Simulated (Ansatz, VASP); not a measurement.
# Two plane-wave programs on NbAs

```xyz
4
Lattice="3.2953 0.0000 0.0000 -1.6476 2.8538 0.0000 0.0000 0.0000 8.4164" Properties=species:S:1:pos:R:3 pbc="T T T"
Nb    0.0000    1.9025    0.3644
Nb    1.6476    0.9513    4.5726
As    0.0000    1.9025    2.8759
As    1.6476    0.9513    7.0841
```

Alike in both runs: functional PBEsol; k mesh 12 × 12 × 6; occupations gaussian, width 0.1 eV; no spin polarisation.

Ansatz relaxed the structure, and its values are those at the end. VASP's run is a single point on that final structure, the one shown.

|  | VASP | Ansatz |
| --- | --- | --- |
| version | VASP 6.6.1 | Ansatz 0.2.0 |
| potentials or method | VASP PAW PBE potentials, release 64 (Nb_sv, As), cutoff 520 eV | scalar-relativistic, plane waves, PAW |
| valence electrons in the cell | 36 | 56 |

|  | VASP | Ansatz | Ansatz less VASP |
| --- | --- | --- | --- |
| gap on the k mesh at the Fermi level (eV) | none | none | - |
| pressure (GPa) | 0.2 | 0.1 | -0.14 |
| rms of the force components (eV/Å) | 0.011 | 0.001 | -0.0093 |

VASP's potentials were made for PBE, not for PBEsol. A gap of «none» marks a metal or a gap that the smearing closes. VASP's potentials hold 36 valence electrons a cell and Ansatz's 56, so a difference there can come from the potentials and not from the codes.
